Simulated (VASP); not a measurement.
# Si (P6_3/mmc) in VASP: settings compared, part 2 of 2

VASP 6.6.1. The steps go on from the part before.

### 5 Single point, PBEsol

This run uses another cell than the first one, of 20.03 Å³/atom.

File INCAR:

```
SYSTEM = Si
PREC = Accurate
ENCUT = 520
EDIFF = 1E-6
ISMEAR = -1
SIGMA = 0.02
LREAL = .False.
LASPH = .True.
NELM = 100
ALGO = Normal
ISIF = 2
LWAVE = .False.
LCHARG = .False.
GGA = PS
NBANDS = 16
```

File KPOINTS:

```
regular mesh
0
Gamma
  12 12 4
  0 0 0
```

File POSCAR:

```
Si
1.0
    3.8249232246      0.0000000000      0.0000000000
   -1.9124616123      3.3124806800      0.0000000000
    0.0000000000      0.0000000000      6.3234950923
Si
4
Direct
    0.3333333333      0.6666666667      0.0004883873
    0.6666666667      0.3333333333      0.5004883873
    0.3333333333      0.6666666667      0.3745116127
    0.6666666667      0.3333333333      0.8745116127
```

Potentials or basis: VASP PAW PBE potentials, release 64 (Si).

Started as:

```bash
cat potpaw_PBE.64/Si/POTCAR > POTCAR
mpirun -np 1 vasp_std > vasp.out
```

OUTCAR:

```text
SYSTEM = Si
   PREC = Accurate
   ENCUT = 520
   EDIFF = 1E-6
   ISMEAR = -1
   LREAL = .False.
   LASPH = .True.
   NELM = 100
   ISIF = 2
   GGA = PS

 ion  position               nearest neighbor table
   1  0.333  0.667  0.000-   4 2.35   4 2.35   4 2.35   3 2.37
   2  0.667  0.333  0.500-   3 2.35   3 2.35   3 2.35   4 2.37
   3  0.333  0.667  0.375-   2 2.35   2 2.35   2 2.35   1 2.37
   4  0.667  0.333  0.875-   1 2.35   1 2.35   1 2.35   2 2.37

  LATTYP: Found a hexagonal cell.
 ALAT       =     3.8249232246
 C/A-ratio  =     1.6532345150

  Lattice vectors:

 A1 = (   3.8249232246,   0.0000000000,   0.0000000000)
 A2 = (  -1.9124616123,   3.3124806800,   0.0000000000)
 A3 = (   0.0000000000,   0.0000000000,   6.3234950923)

Analysis of symmetry for initial positions (statically):
=====================================================================
 Subroutine PRICEL returns:
 Original cell was already a primitive cell.

 Routine SETGRP: Setting up the symmetry group for a
 hexagonal supercell.

 Subroutine GETGRP returns: Found 24 space group operations
 (whereof  6 operations were pure point group operations)
[... 173 lines left out ...]
 fundamental gap:      0.2885957498
 Fermi energy:         6.1851331984

 k-point     1 :       0.0000    0.0000    0.0000
  band No.  band energies     occupation
      1      -6.2169      2.00000
      2      -3.9057      2.00000
      3      -1.2447      2.00000
      4       4.5096      2.00000
      5       4.5096      2.00000
      6       5.6865      2.00000
[... 433 lines left out ...]
      3      -0.7335      2.00000
      4       1.0283      2.00000
      5       1.6850      2.00000
      6       3.3939      2.00000
[... 8 lines left out ...]
     15      12.9887      0.00000
     16      13.3047      0.00000

 [... further k-points ...]

------------------------ aborting loop because EDIFF is reached ----------------------------------------

  FORCE on cell =-STRESS in cart. coord.  units (eV):
  Direction    XX          YY          ZZ          XY          YZ          ZX
  --------------------------------------------------------------------------------------
  -------------------------------------------------------------------------------------
  Total        0.0567618      0.0567618      0.0529268     -0.0000000     -0.0000000      0.0000000
  in kB        1.1350975      1.1350975      1.0584081     -0.0000000     -0.0000000      0.0000000
  external PRESSURE =       1.1095344 kB  Pullay stress =       0.0000000 kB

 VOLUME and BASIS-vectors are now :
 -----------------------------------------------------------------------------
  energy-cutoff  :      520.00
  volume of cell :       80.12
      direct lattice vectors                 reciprocal lattice vectors
     3.824923225  0.000000000  0.000000000     0.261443156  0.150944277  0.000000000
    -1.912461612  3.312480680  0.000000000     0.000000000  0.301888553  0.000000000
     0.000000000  0.000000000  6.323495092     0.000000000  0.000000000  0.158140393

 POSITION                                       TOTAL-FORCE (eV/Angst)
 -----------------------------------------------------------------------------------
     -0.00000      2.20832      0.00309         0.000000     -0.000000      0.000656
      1.91246      1.10416      3.16484        -0.000000      0.000000      0.000656
     -0.00000      2.20832      2.36822         0.000000     -0.000000     -0.000656
      1.91246      1.10416      5.52997        -0.000000      0.000000     -0.000656
 -----------------------------------------------------------------------------------
    total drift:                               -0.000000      0.000000     -0.000000

  FREE ENERGIE OF THE ION-ELECTRON SYSTEM (eV)
  ---------------------------------------------------
  free  energy   TOTEN  =       -22.9499946710 eV

  energy  without entropy=      -22.9499925756  energy(sigma->0) =      -22.94999362
```

stdout:

```text
POSCAR found type information on POSCAR Si
 POSCAR found :  1 types and       4 ions
 scaLAPACK will be used
 -----------------------------------------------------------------------------
|                                                                             |
|                                                                             |
|     You enforced a specific xc type in the INCAR file but a different       |
|     I HOPE YOU KNOW WHAT YOU ARE DOING!                                     |
|                                                                             |
 -----------------------------------------------------------------------------

 LDA part: xc-table for (Slater+PW92), standard interpolation
 POSCAR, INCAR and KPOINTS ok, starting setup
 FFT: planning ... GRIDC
 FFT: planning ... GRID_SOFT
 FFT: planning ... GRID
 WAVECAR not read
 entering main loop
```

It took 23 s on 1 thread of Intel Xeon 6975P-C (Granite Rapids), shared host; peak memory 0.2 GiB.

What came out:

* Free energy: -22.9500 eV
* Pressure: 0.1 GPa
* Band gap on the k mesh: 0.29 eV (least direct gap 0.97 eV)

Caveat: the PAW data sets were made with another functional, which shifts forces and pressure a little. A k mesh can miss the band edges.

### 6 The runs side by side

```csv
level,potentials or basis,cell,smearing,gap on the mesh (eV),pressure (GPa)
LDA,"VASP PAW LDA potentials, release 64 (Si)","a = 3.802, b = 3.802, c = 6.288 Å, angles 90.0, 90.0, 120.0°, 4 atoms",fermi-dirac 0.02 eV,0.27,0.1
PBE,"VASP PAW PBE potentials, release 64 (Si)","a = 3.832, b = 3.832, c = 6.341 Å, angles 90.0, 90.0, 120.0°, 4 atoms",fermi-dirac 0.02 eV,0.43,1.2
LDA,"VASP PAW LDA potentials, release 64 (Si)","a = 3.832, b = 3.832, c = 6.341 Å, angles 90.0, 90.0, 120.0°, 4 atoms",gaussian 0.01 eV,0.32,-2.2
PBEsol,"VASP PAW PBE potentials, release 64 (Si)","a = 3.825, b = 3.825, c = 6.323 Å, angles 90.0, 90.0, 120.0°, 4 atoms",fermi-dirac 0.02 eV,0.29,0.1
```

Alike in all rows: task single point; no spin polarisation; k mesh 12 × 12 × 4; cutoff (eV) 520.

Caveats: the PAW data sets were made with another functional, which shifts forces and pressure a little (at least some runs).

Absolute energies hang on the potentials; compare differences alone.
